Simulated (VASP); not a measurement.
Input of a VASP 6.6.1 run:

Contents of INCAR:

```
ALGO     = Normal         # electronic algorithm
EDIFF    = 1E-6           # SCF threshold, eV
ENCUT    = 520            # plane-wave cutoff, eV
GGA      = CA             # functional
ISIF     = 2              # what is computed and relaxed
ISMEAR   = -1             # smearing method
LASPH    = T              # aspherical terms in the spheres
LCHARG   = F              # write CHGCAR
LREAL    = F              # projectors in reciprocal space
LWAVE    = F              # write WAVECAR
NBANDS   = 21             # bands
NELM     = 80             # most SCF steps
PREC     = Accurate       # precision mode
SIGMA    = 0.1            # smearing width, eV
```

KPOINTS

```
k-points
0
Gamma
  15 15 8
```

The input POSCAR:

```
Mo
1.0
    2.6058984120      0.0000000000      0.0000000000
   -1.3029492060      2.2567742245      0.0000000000
    0.0000000000      0.0000000000      4.5848736760
Mo
2
Direct
    0.3333333333      0.6666666667      0.2500000000
    0.6666666667      0.3333333333      0.7500000000
```

Potentials or basis: VASP PAW LDA potentials, release 64 (Mo_sv).

Launch:

```sh
$ cat potpaw_LDA.64/Mo_sv/POTCAR > POTCAR
$ mpirun -np 1 vasp_std > vasp.out
```

(1) What does it give for the pressure?

(2) What does it give for the band gap on the k mesh?

## Answers

(1) 46.1 GPa.

(2) zero (band 14 reaches 16.21 eV, above the bottom of band 15 at 13.72 eV).
